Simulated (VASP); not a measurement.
Set up this calculation in VASP 6.6.1, as the native input.

```
Task                   : single point
Functional             : PBEsol
Potentials or basis    : VASP PAW PBE potentials, release 64 (Bi_d)
Cutoff                 : 520 eV
k mesh                 : 13 × 13 × 13
Occupations            : fermi-dirac, width 0.1 eV
Spin                   : no spin polarisation
Dipole correction      : no
Further INCAR settings : ALGO = Normal; EDIFF = 1e-07; NBANDS = 22
```

The structure of Bi lies in POSCAR:

```
Bi
1.0
    0.0000000000      3.5857489667      3.5857489667
    3.5857489667      0.0000000000      3.5857489667
    3.5857489667      3.5857489667      0.0000000000
Bi
2
Direct
    0.1250000000      0.1250000000      0.1250000000
    0.8750000000      0.8750000000      0.8750000000
```

This isn't the form of Bi at room conditions, which is rhombohedral.

The input as run:

INCAR

```
ALGO = Normal ; EDIFF = 1E-7
ENCUT = 520 ; GGA = PS
ISIF = 2 ; ISMEAR = -1
LASPH = T ; LCHARG = F
LREAL = F ; LWAVE = F
NBANDS = 22 ; NELM = 60
PREC = Accurate ; SIGMA = 0.1
```

KPOINTS

```
k-points
0
Gamma
  13 13 13
```

Potentials or basis: VASP PAW PBE potentials, release 64 (Bi_d).

Run with:

```bash
$ cat potpaw_PBE.64/Bi_d/POTCAR > POTCAR
$ mpirun -np 1 vasp_std > vasp.out
```

It gave:

```yaml
Pressure: -0.2 GPa
Band_gap_on_the_k_mesh: zero (bands 15 and 16 overlap by 0.80 eV)
```

Caveat: the PAW data sets were made with another functional, which shifts forces and pressure a little; spin-orbit coupling is left out, which moves the levels of the heavy elements.

Wall time 5.2 min on 1 thread of Intel Xeon 8259CL (shared host), peak memory 0.32 GiB.
